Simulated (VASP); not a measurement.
# Ag in VASP: a series of runs, part 2 of 2

VASP 6.6.1. The steps go on from the part before.

## Step 3: Single point, LDA (zz strain of -1 %)

The input, INCAR:

```
ALGO = Normal
EDIFF = 1E-6
ENCUT = 520
GGA = CA
ISIF = 2
ISMEAR = -1
LASPH = T
LCHARG = T
LELF = T
LREAL = F
LVHAR = T
LWAVE = F
NBANDS = 18
NELM = 80
PREC = Accurate
SIGMA = 0.05
```

The input, KPOINTS:

```
k-points
0
Gamma
  14 14 8
```

The input, POSCAR:

```
Ag
1.0
    2.9299980804      0.0000000000      0.0000000000
   -1.4649990402      2.5374527707      0.0000000000
    0.0000000000      0.0000000000      4.7421000000
Ag
2
Direct
    0.3333333333      0.6666666667      0.2500000000
    0.6666666667      0.3333333333      0.7500000000
```

Potentials or basis: VASP PAW LDA potentials, release 64 (Ag).

Launch:

```bash
$ cat potpaw_LDA.64/Ag/POTCAR > POTCAR
$ mpirun -np 1 vasp_std > vasp.out
```

Run time: 77 s. Hardware: 1 thread of Intel Xeon 8259CL, shared host; peak memory 0.19 GiB.

The run converged. Its results:

```yaml
Free_energy: -7.4460 eV
Pressure: -9.7 GPa
Band_gap_on_the_k_mesh: zero (bands 11 and 12 overlap by 6.87 eV)
```

Stress tensor (GPa, compression positive):
```
-9.81  0.00  0.00
 0.00 -9.81  0.00
 0.00  0.00 -9.39
```

Levels at points of the mesh, in eV from the Fermi level:
```tsv
k point	band 9	band 10	band 11	band 12	band 13	band 14
(0.00, 0.00, 0.00)	-3.98	-2.98	-2.98	-0.23	3.54	15.57
(0.50, 0.00, 0.00)	-2.78	-2.73	0.13	1.45	6.76	7.05
(0.00, 0.00, 0.50)	-3.28	-3.28	-3.28	-3.28	11.11	11.11
(0.50, 0.00, 0.50)	-2.79	-2.79	0.80	0.80	4.39	4.39
```

Caveat: the cell differs from its parent crystal (zz strain of -1 %); the cell stands under tension.

## Step 4: Single point, LDA (zz strain of +1 %)

The input, INCAR:

```
PREC     = Accurate       # precision mode
ENCUT    = 520            # plane-wave cutoff, eV
EDIFF    = 1E-7           # SCF threshold, eV
ISMEAR   = -1             # smearing method
SIGMA    = 0.05           # smearing width, eV
LREAL    = False          # projectors in reciprocal space
LASPH    = True           # aspherical terms in the spheres
NELM     = 80             # most SCF steps
ALGO     = Normal         # electronic algorithm
ISIF     = 2              # what is computed and relaxed
LWAVE    = False          # write WAVECAR
LCHARG   = False          # write CHGCAR
GGA      = CA             # functional
NBANDS   = 18             # bands
```

The input, KPOINTS:

```
regular mesh
0
Gamma
  14 14 8
```

Changes to POSCAR since step 3:

```diff
@@ -4,3 +4,3 @@
    -1.4649990402      2.5374527707      0.0000000000
-    0.0000000000      0.0000000000      4.7421000000
+    0.0000000000      0.0000000000      4.8379000000
 Ag
```

Launch:

```bash
$ cat potpaw_LDA.64/Ag/POTCAR > POTCAR
$ mpirun -np 1 vasp_std > vasp.out
```

It took 63 s on 1 thread of Intel Xeon 8259CL, shared host; peak memory 0.18 GiB.

The run converged. Its results:

| Property | Result |
| --- | --- |
| Free energy | -7.3990 eV |
| Pressure | -11.1 GPa |
| Band gap on the k mesh | zero (bands 11 and 12 overlap by 6.88 eV) |

Stress tensor (GPa, compression positive):
```
-10.79   0.00   0.00
  0.00 -10.79   0.00
  0.00   0.00 -11.83
```

Levels at points of the mesh, in eV from the Fermi level:
```csv
k point,band 7,band 8,band 9,band 10,band 11,band 12,band 13,band 14,band 15,band 16
"(0.00, 0.00, 0.00)",-4.25,-3.88,-3.88,-2.98,-2.98,-0.33,3.17,15.65,17.17,17.69
"(0.50, 0.00, 0.00)",-3.60,-2.83,-2.82,-2.71,0.18,1.48,6.54,6.87,8.80,10.10
"(0.00, 0.00, 0.50)",-4.33,-4.33,-3.27,-3.27,-3.27,-3.27,10.52,10.52,15.96,15.96
"(0.50, 0.00, 0.50)",-3.02,-3.02,-2.76,-2.76,0.84,0.84,4.31,4.31,13.21,13.21
```

Caveat: the cell differs from its parent crystal (zz strain of +1 %); the cell stands under tension.

## Step 5: Single point, LDA (zz strain of +2 %)

The input, INCAR:

```
SYSTEM = Ag
PREC = Accurate
ENCUT = 520
EDIFF = 1E-6
ISMEAR = -1
SIGMA = 0.05
LREAL = .FALSE.
LASPH = .TRUE.
NELM = 100
ALGO = Normal
ISIF = 2
LWAVE = .FALSE.
LCHARG = .TRUE.
LELF = .TRUE.
LVHAR = .TRUE.
NBANDS = 18
```

The input, KPOINTS:

```
regular mesh
0
G
  14 14 8
  0 0 0
```

Changes to POSCAR since step 4:

```diff
@@ -4,3 +4,3 @@
    -1.4649990402      2.5374527707      0.0000000000
-    0.0000000000      0.0000000000      4.8379000000
+    0.0000000000      0.0000000000      4.8858000000
 Ag
```

Potentials or basis: VASP PAW LDA potentials, release 64 (Ag).

Launch:

```bash
$ cat potpaw_LDA.64/Ag/POTCAR > POTCAR
$ mpirun -np 1 vasp_std > vasp.out
```

OUTCAR:

```text
SYSTEM = Ag
   PREC = Accurate
   ENCUT = 520
   EDIFF = 1E-6
   ISMEAR = -1
   LREAL = .FALSE.
   LASPH = .TRUE.
   NELM = 100
   ISIF = 2

 ion  position               nearest neighbor table
   1  0.333  0.667  0.250-   2 2.97   2 2.97   2 2.97   2 2.97   2 2.97   2 2.97
   2  0.667  0.333  0.750-   1 2.97   1 2.97   1 2.97   1 2.97   1 2.97   1 2.97

  LATTYP: Found a hexagonal cell.
 ALAT       =     2.9299980804
 C/A-ratio  =     1.6675096249

  Lattice vectors:

 A1 = (   2.9299980804,   0.0000000000,   0.0000000000)
 A2 = (  -1.4649990402,   2.5374527707,   0.0000000000)
[... 674 lines left out ...]
      5       2.7233      2.00000
      6       2.8236      2.00000
[... 10 lines left out ...]
     17      17.3630      0.00000
     18      18.1997      0.00000

 [... further k-points ...]
[... 5 lines left out ...]
  --------------------------------------------------------------------------------------
  -------------------------------------------------------------------------------------
  Total       -2.5456172     -2.5456172     -2.8898703      0.0000000     -0.0000000      0.0000000
  in kB     -112.2800755   -112.2800755   -127.4641198      0.0000000     -0.0000000      0.0000000
  external PRESSURE =    -117.3414236 kB  Pullay stress =       0.0000000 kB

 VOLUME and BASIS-vectors are now :
 -----------------------------------------------------------------------------
  energy-cutoff  :      520.00
  volume of cell :       36.32
      direct lattice vectors                 reciprocal lattice vectors
     2.929998080  0.000000000  0.000000000     0.341297152  0.197048003  0.000000000
    -1.464999040  2.537452771  0.000000000     0.000000000  0.394096005  0.000000000
     0.000000000  0.000000000  4.885800000     0.000000000  0.000000000  0.204674772

 POSITION                                       TOTAL-FORCE (eV/Angst)
 -----------------------------------------------------------------------------------
     -0.00000      1.69164      1.22145         0.000000     -0.000000      0.000000
      1.46500      0.84582      3.66435        -0.000000      0.000000      0.000000
 -----------------------------------------------------------------------------------
    total drift:                               -0.000000      0.000000     -0.000000

  FREE ENERGIE OF THE ION-ELECTRON SYSTEM (eV)
  ---------------------------------------------------
  free  energy   TOTEN  =        -7.3718328311 eV

  energy  without entropy=       -7.3665363263  energy(sigma->0) =       -7.36918458
```

Wall time 65 s (1 thread of Intel Xeon 8259CL, shared host); peak memory 0.19 GiB.

What came out:

```
Free energy            : -7.3718 eV
Pressure               : -11.7 GPa
Band gap on the k mesh : zero (bands 11 and 12 overlap by 6.89 eV)
```

Stress tensor (GPa, compression positive):
```
-11.23   0.00   0.00
  0.00 -11.23   0.00
  0.00   0.00 -12.75
```

Levels at points of the mesh, in eV from the Fermi level:
```
           k point  band 9  band 10  band 11  band 12  band 13  band 14
(0.00, 0.00, 0.00)   -3.83    -2.97    -2.97    -0.36     2.99    15.69
(0.50, 0.00, 0.00)   -2.80    -2.69     0.21     1.50     6.44     6.79
(0.00, 0.00, 0.50)   -3.26    -3.26    -3.26    -3.26    10.25    10.25
(0.50, 0.00, 0.50)   -2.74    -2.74     0.86     0.86     4.28     4.28
```

Caveat: the cell differs from its parent crystal (zz strain of +2 %); the cell stands under tension.

## Step 6: Single point, LDA (equal xy, yz and zx shear strains of +1 %)

The input, INCAR:

```
PREC     = Accurate       # precision mode
ENCUT    = 520            # plane-wave cutoff, eV
EDIFF    = 1E-6           # SCF threshold, eV
ISMEAR   = -1             # smearing method
SIGMA    = 0.05           # smearing width, eV
LREAL    = False          # projectors in reciprocal space
LASPH    = True           # aspherical terms in the spheres
NELM     = 80             # most SCF steps
ALGO     = Normal         # electronic algorithm
ISIF     = 2              # what is computed and relaxed
LWAVE    = False          # write WAVECAR
LCHARG   = False          # write CHGCAR
GGA      = CA             # functional
NBANDS   = 18             # bands
```

The input, KPOINTS:

```
regular mesh
0
Gamma
  14 14 8
```

The input, POSCAR:

```
Ag
1.0
    2.9299980804      0.0146499904      0.0146499904
   -1.4523117764      2.5301277755      0.0053622686
    0.0239500000      0.0239500000      4.7900000000
Ag
2
Direct
    0.3333333333      0.6666666667      0.2500000000
    0.6666666667      0.3333333333      0.7500000000
```

Potentials or basis: VASP PAW LDA potentials, release 64 (Ag).

Launch:

```bash
$ cat potpaw_LDA.64/Ag/POTCAR > POTCAR
$ mpirun -np 1 vasp_std > vasp.out
```

It took 3.4 min on 1 thread of Intel Xeon Platinum 8488C (Sapphire Rapids), shared host; peak memory 0.48 GiB.

The run converged. Its results:

* Free energy: -7.4231 eV
* Pressure: -10.4 GPa
* Largest force: 0.007 eV/Å
* Band gap on the k mesh: zero (bands 11 and 12 overlap by 6.84 eV)

Forces in eV/Å, atoms in the order of the input:
```
Ag  -0.007  0.000  0.001
Ag   0.007  0.000 -0.001
```

Stress tensor (GPa, compression positive):
```
-10.32  -0.28  -0.28
 -0.28 -10.31  -0.28
 -0.28  -0.28 -10.62
```

Levels at points of the mesh, in eV from the Fermi level:
```
           k point  band 7  band 8  band 9  band 10  band 11  band 12  band 13  band 14  band 15  band 16
(0.00, 0.00, 0.00)   -4.22   -3.93   -3.92    -2.98    -2.97    -0.28     3.36    15.60    17.41    17.59
(0.50, 0.00, 0.00)   -3.64   -2.86   -2.79    -2.73     0.11     1.41     6.51     6.99     8.87    10.20
(0.00, 0.50, 0.00)   -3.63   -2.85   -2.80    -2.72     0.16     1.47     6.60     7.01     8.94    10.24
(0.50, 0.50, 0.00)   -3.63   -2.84   -2.81    -2.71     0.20     1.53     6.70     7.02     9.02    10.25
(0.00, 0.00, 0.50)   -4.34   -4.34   -3.31    -3.30    -3.25    -3.24    10.82    10.82    15.91    15.93
(0.50, 0.00, 0.50)   -3.03   -3.01   -2.79    -2.77     0.70     0.85     4.16     4.40    13.37    13.38
(0.00, 0.50, 0.50)   -3.03   -3.02   -2.77    -2.76     0.76     0.87     4.27     4.44    13.22    13.22
(0.50, 0.50, 0.50)   -3.02   -3.02   -2.76    -2.76     0.84     0.88     4.39     4.46    13.07    13.07
```

Caveat: the cell differs from its parent crystal (equal xy, yz and zx shear strains of +1 %); the cell stands under tension.

## Step 7: Overview

| cell | gap on the mesh (eV) | pressure (GPa) |
| --- | --- | --- |
| a = 2.930, b = 2.930, c = 4.694 Å, angles 90.0, 90.0, 120.0°, 2 atoms | none | -8.8 |
| a = 2.930, b = 2.930, c = 4.742 Å, angles 90.0, 90.0, 120.0°, 2 atoms | none | -9.7 |
| a = 2.930, b = 2.930, c = 4.838 Å, angles 90.0, 90.0, 120.0°, 2 atoms | none | -11.1 |
| a = 2.930, b = 2.930, c = 4.886 Å, angles 90.0, 90.0, 120.0°, 2 atoms | none | -11.7 |
| a = 2.930, b = 2.917, c = 4.790 Å, angles 89.8, 89.4, 119.6°, 2 atoms | none | -10.4 |

Alike in all rows: task single point; level LDA; potentials or basis VASP PAW LDA potentials, release 64 (Ag); no spin polarisation; k mesh 14 × 14 × 8; cutoff (eV) 520; smearing fermi-dirac 0.05 eV.

Caveats: the cell stands under tension.

Total energies depend on the potentials used, so only differences within one code and one set of settings carry meaning.
